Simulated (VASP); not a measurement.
Input of a VASP 6.6.1 run:

Contents of POSCAR:

```
TiO2
1.0
    4.5967496901      0.0000000000      0.0000000000
    0.0000000000      4.5967496901      0.0000000000
    0.0000000000      0.0000000000      2.9536714147
Ti O
2 4
Direct
    0.0000000000      0.0000000000     -0.0846404237
    0.5000000000      0.5000000000      0.4153595763
    0.3046118010      0.3046118010      0.0000000000
    0.1953881990      0.8046118010      0.5000000000
    0.6953881990      0.6953881990      0.0000000000
    0.8046118010      0.1953881990      0.5000000000
```

Contents of INCAR.step1:

```
PREC = Accurate ; ENCUT = 520
ISMEAR = 0 ; SIGMA = 0.05
LREAL = False ; LASPH = True
NELM = 100 ; NBANDS = 33
GGA = PE ; ALGO = Normal
EDIFF = 1E-4 ; LWAVE = True
LCHARG = False
```

File INCAR.step2:

```
PREC = Accurate ; ENCUT = 520
EDIFF = 1E-6 ; ISMEAR = 0
SIGMA = 0.05 ; LREAL = False
LASPH = True ; NELM = 100
ALGO = Normal ; ISIF = 2
LWAVE = False ; LCHARG = False
METAGGA = R2SCAN ; LMIXTAU = True
NBANDS = 33 ; ISTART = 1
```

KPOINTS

```
Automatic mesh
0
Gamma
  6 6 10
```

Potentials or basis: VASP PAW PBE potentials, release 64 (Ti_sv, O).

Command:

```console
$ cat potpaw_PBE.64/Ti_sv/POTCAR potpaw_PBE.64/O/POTCAR > POTCAR
$ cp INCAR.step1 INCAR
$ mpirun -np 1 vasp_std > vasp.out
$ cp INCAR.step2 INCAR
$ mpirun -np 1 vasp_std > vasp.out
```

Estimate the band gap on the k mesh.

2.93 eV (least direct gap 3.40 eV).

Predict the largest force.

1.857 eV/Å.

What does it give for the pressure?

10.8 GPa.

Forces in eV/Å, atoms in the order of the input:
```
Ti   0.000  0.000  1.857
Ti   0.000  0.000  1.857
O   -0.685 -0.685 -0.929
O    0.685 -0.685 -0.929
O    0.685  0.685 -0.929
O   -0.685  0.685 -0.929
```

Caveat: the cell differs from its parent crystal (all Ti atoms moved -0.250 Å, as atom 1 along Cartesian [0 0 1]); the stress differs along the axes, from 9 to 14 GPa; the PAW data sets were made with another functional, which shifts forces and pressure a little. A k mesh can miss the band edges.
